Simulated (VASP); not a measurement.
# MgS (Fm-3m) in VASP: settings compared, part 2 of 2

VASP 6.6.1. The steps go on from the part before.

## Step 6: Single point, HSE06

Input file POSCAR:

```
MgS
1.0
    0.0000000000      2.6015179369      2.6015179369
    2.6015179369      0.0000000000      2.6015179369
    2.6015179369      2.6015179369      0.0000000000
Mg S
1 1
Direct
    0.0000000000      0.0000000000      0.0000000000
    0.5000000000      0.5000000000      0.5000000000
```

Input file INCAR.step1:

```
SYSTEM = MgS
ALGO = Normal ; EDIFF = 1E-5
ENCUT = 520 ; GGA = PE
ISIF = 2 ; ISMEAR = 0
LASPH = .True. ; LCHARG = .False.
LREAL = .False. ; LWAVE = .True.
NBANDS = 11 ; NELM = 80
PREC = Accurate ; SIGMA = 0.01
```

Input file INCAR.step2:

```
SYSTEM = MgS
ALGO = Normal ; EDIFF = 1E-7
ENCUT = 520 ; GGA = PE
HFSCREEN = 0.2079 ; ISIF = 2
ISMEAR = 0 ; ISTART = 1
LASPH = .True. ; LCHARG = .False.
LHFCALC = .True. ; LREAL = .False.
LWAVE = .False. ; NBANDS = 11
NELM = 80 ; PREC = Accurate
PRECFOCK = Normal ; SIGMA = 0.01
```

Input file KPOINTS:

```
k-points
0
Gamma
  6 6 6
  0 0 0
```

Potentials or basis: VASP PAW PBE potentials, release 64 (Mg, S).

On the command line:

```console
$ cat potpaw_PBE.64/Mg/POTCAR potpaw_PBE.64/S/POTCAR > POTCAR
$ cp INCAR.step1 INCAR
$ mpirun -np 1 vasp_std > vasp.out
$ cp INCAR.step2 INCAR
$ mpirun -np 1 vasp_std > vasp.out
```

OUTCAR:

```text
SYSTEM = MgS
   EDIFF = 1E-7
   ENCUT = 520
   GGA = PE
   HFSCREEN = 0.2079
   ISIF = 2
   ISMEAR = 0
   ISTART = 1
   LASPH = .True.
   LHFCALC = .True.
   LREAL = .False.
   NELM = 80
   PREC = Accurate
   PRECFOCK = Normal

 ion  position               nearest neighbor table
   1  0.000  0.000  0.000-   2 2.60   2 2.60   2 2.60   2 2.60   2 2.60   2 2.60
   2  0.500  0.500  0.500-   1 2.60   1 2.60   1 2.60   1 2.60   1 2.60   1 2.60

  LATTYP: Found a face centered cubic cell.
 ALAT       =     5.2030358738

  Lattice vectors:

 A1 = (   0.0000000000,   2.6015179369,   2.6015179369)
 A2 = (   2.6015179369,   0.0000000000,   2.6015179369)
 A3 = (   2.6015179369,   2.6015179369,   0.0000000000)

Analysis of symmetry for initial positions (statically):
=====================================================================
 Subroutine PRICEL returns:
 Original cell was already a primitive cell.

 Routine SETGRP: Setting up the symmetry group for a
 face centered cubic supercell.

 Subroutine GETGRP returns: Found 48 space group operations
 (whereof 48 operations were pure point group operations)
 out of a pool of 48 trial point group operations.

The static configuration has the point symmetry O_h .

Analysis of symmetry for dynamics (positions and initial velocities):
=====================================================================
 Subroutine PRICEL returns:
 Original cell was already a primitive cell.

 Routine SETGRP: Setting up the symmetry group for a
 face centered cubic supercell.

 Subroutine GETGRP returns: Found 48 space group operations
 (whereof 48 operations were pure point group operations)
 out of a pool of 48 trial point group operations.

The dynamic configuration has the point symmetry O_h .

 Subroutine INISYM returns: Found 48 space group operations
 (whereof 48 operations are pure point group operations),
 and found     1 'primitive' translations

----------------------------------------------------------------------------------------
[... 119 lines left out ...]
   ENCUTFOCK=  -1.0 apply spherical cutoff to Coloumb kernel
   IVDW    =     0    specifies the selected vdW correction
   LEPSILON=     F    determine dielectric tensor
   LRPA    =     F    only Hartree local field effects (RPA)
 non-spin polarized calculation
 Gauss-broadening in eV      SIGMA  =   0.01
  energy-cutoff  :      520.00
  volume of cell :       35.21
 maximum number of plane-waves:       960
  NGX = 24; NGY = 24; NGZ = 24

 number of electron       8.0000000 magnetization

 Free energy of the ion-electron system (eV)
  ---------------------------------------------------
  ext. energy  EPLUGINS =         0.00000000
  ---------------------------------------------------
  free energy    TOTEN  =        -9.88697211 eV

  energy without entropy =       -9.88697211  energy(sigma->0) =       -9.88697211

 E-fermi :   3.1227     XC(G=0):  -8.0503

 val. band max:        3.0652330885   @ k =   0.0000   0.0000   0.0000
 cond. band min:       6.8159290147   @ k =   0.5000   0.5000   0.0000
 fundamental gap:      3.7506959262
 Fermi energy:         3.1226744693

 k-point     1 :       0.0000    0.0000    0.0000
  band No.  band energies     occupation
      1     -10.8990      2.00000
      2       3.0652      2.00000
      3       3.0652      2.00000
      4       3.0652      2.00000
      5       7.8609      0.00000
      6      12.1696      0.00000
      7      12.1696      0.00000
      8      12.1696      0.00000
      9      14.7542      0.00000
     10      14.7542      0.00000
     11      16.7991      0.00000
[... 197 lines left out ...]
 k-point    16 :      -0.3333    0.5000    0.1667
  band No.  band energies     occupation
      1      -9.0183      2.00000
      2      -1.0373      2.00000
      3       0.2557      2.00000
      4       0.6953      2.00000
      5       8.5244      0.00000
      6      10.3433      0.00000
      7      13.5435      0.00000
      8      14.1883      0.00000
      9      18.4182      0.00000
     10      19.6651      0.00000
     11      20.1342      0.00000

------------------------ aborting loop because EDIFF is reached ----------------------------------------

  FORCE on cell =-STRESS in cart. coord.  units (eV):
  Direction    XX          YY          ZZ          XY          YZ          ZX
  --------------------------------------------------------------------------------------
  -------------------------------------------------------------------------------------
  Total       -0.1564529     -0.1564529     -0.1564529      0.0000000      0.0000000     -0.0000000
  in kB       -7.1184205     -7.1184205     -7.1184205      0.0000000      0.0000000     -0.0000000
  external PRESSURE =      -7.1184205 kB  Pullay stress =       0.0000000 kB

 VOLUME and BASIS-vectors are now :
 -----------------------------------------------------------------------------
  energy-cutoff  :      520.00
  volume of cell :       35.21
      direct lattice vectors                 reciprocal lattice vectors
     0.000000000  2.601517937  2.601517937    -0.192195484  0.192195484  0.192195484
     2.601517937  0.000000000  2.601517937     0.192195484 -0.192195484  0.192195484
     2.601517937  2.601517937  0.000000000     0.192195484  0.192195484 -0.192195484

 POSITION                                       TOTAL-FORCE (eV/Angst)
 -----------------------------------------------------------------------------------
      0.00000      0.00000      0.00000         0.000000     -0.000000     -0.000000
      2.60152      2.60152      2.60152        -0.000000      0.000000      0.000000
 -----------------------------------------------------------------------------------
    total drift:                               -0.000022     -0.000029     -0.000029

  FREE ENERGIE OF THE ION-ELECTRON SYSTEM (eV)
  ---------------------------------------------------
  free  energy   TOTEN  =        -9.8869721063 eV

  energy  without entropy=       -9.8869721063  energy(sigma->0) =       -9.88697211
```

OUTCAR.step1:

```text
SYSTEM = MgS
   EDIFF = 1E-5
   ENCUT = 520
   GGA = PE
   ISIF = 2
   ISMEAR = 0
[... 435 lines left out ...]
      0.00000      0.00000      0.00000        -0.000000      0.000000     -0.000000
      2.60152      2.60152      2.60152         0.000000     -0.000000      0.000000
 -----------------------------------------------------------------------------------
    total drift:                                0.000000      0.000000      0.000000

  FREE ENERGIE OF THE ION-ELECTRON SYSTEM (eV)
  ---------------------------------------------------
  free  energy   TOTEN  =        -8.4991765089 eV

  energy  without entropy=       -8.4991765089  energy(sigma->0) =       -8.49917651
```

Run time: 13 min. Hardware: 1 thread of Intel Xeon Platinum 8375C at 2.90GHz (Ice Lake), shared host; peak memory 0.28 GiB.

Results:

| Property | Result |
| --- | --- |
| Free energy | -9.8870 eV |
| Pressure | -0.7 GPa |
| Band gap on the k mesh | 3.75 eV (least direct gap 4.80 eV) |

Caveat: the PAW data sets were made with another functional, which shifts forces and pressure a little.

## Step 7: Single point, PBE0

POSCAR is that of step 6.

Input file INCAR.step1:

```
SYSTEM = MgS
PREC = Accurate
ENCUT = 520
EDIFF = 1E-5
ISMEAR = 0
SIGMA = 0.01
LREAL = .False.
LASPH = .True.
NELM = 80
ALGO = Normal
ISIF = 2
LWAVE = .True.
LCHARG = .False.
NBANDS = 11
GGA = PE
```

Input file INCAR.step2:

```
SYSTEM = MgS
PREC = Accurate
ENCUT = 520
EDIFF = 1E-6
ISMEAR = 0
SIGMA = 0.01
LREAL = .False.
LASPH = .True.
NELM = 80
ALGO = Normal
ISIF = 2
LWAVE = .False.
LCHARG = .False.
GGA = PE
LHFCALC = .True.
AEXX = 0.25
PRECFOCK = Normal
NBANDS = 11
ISTART = 1
```

Input file KPOINTS:

```
Automatic mesh
0
Gamma
  6 6 6
  0 0 0
```

On the command line:

```console
$ cat potpaw_PBE.64/Mg/POTCAR potpaw_PBE.64/S/POTCAR > POTCAR
$ cp INCAR.step1 INCAR
$ mpirun -np 1 vasp_std > vasp.out
$ cp INCAR.step2 INCAR
$ mpirun -np 1 vasp_std > vasp.out
```

Run time: 11 min. Hardware: 1 thread of Intel Xeon Platinum 8375C at 2.90GHz (Ice Lake), shared host; peak memory 0.18 GiB.

The run converged. Its results:

* Free energy: -10.4507 eV
* Pressure: -0.7 GPa
* Band gap on the k mesh: 4.49 eV (least direct gap 5.51 eV)

Levels at points of the mesh, in eV from the valence-band top:
```tsv
k point	band 1	band 2	band 3	band 4	band 5	band 6	band 7	band 8
(0.00, 0.00, 0.00)	-14.02	0.00	0.00	0.00	5.51	9.86	9.86	9.86
(0.50, 0.00, 0.00)	-12.58	-5.32	-0.65	-0.65	6.28	8.81	8.81	12.37
(0.50, 0.50, 0.00)	-12.17	-4.64	-1.86	-1.86	4.49	6.07	14.29	15.13
```

Caveat: the PAW data sets were made with another functional, which shifts forces and pressure a little. A k mesh can miss the band edges.

## Step 8: The runs side by side

```tsv
level	k mesh	grid for exact exchange (PRECFOCK)	share of exact exchange	screening parameter	gap on the mesh (eV)	pressure (GPa)
PBE	6 × 6 × 6	-	-	-	2.77	0.9
PBE	8 × 8 × 8	-	-	-	2.78	0.9
r2SCAN	6 × 6 × 6	-	-	-	3.43	-0.4
HSE06	6 × 6 × 6	Normal	0.25	0.2079 1/Å	3.75	-0.7
PBE0	6 × 6 × 6	Normal	0.25	-	4.49	-0.7
```

Alike in all rows: task single point; potentials or basis VASP PAW PBE potentials, release 64 (Mg, S); no spin polarisation; cell as given; cutoff (eV) 520; smearing gaussian 0.01 eV.

On the cell as given the gap runs from 2.77 eV (PBE) to 4.49 eV (PBE0); the meshes differ, which moves gaps too. The pressure there spans -0.7 GPa (PBE0) to 0.9 GPa (PBE); a positive pressure means that this level wants a larger cell, a negative one a smaller.

Caveats: the PAW data sets were made with another functional, which shifts forces and pressure a little (at least some runs).

Total energies depend on the potentials used, so only differences within one code and one set of settings carry meaning.
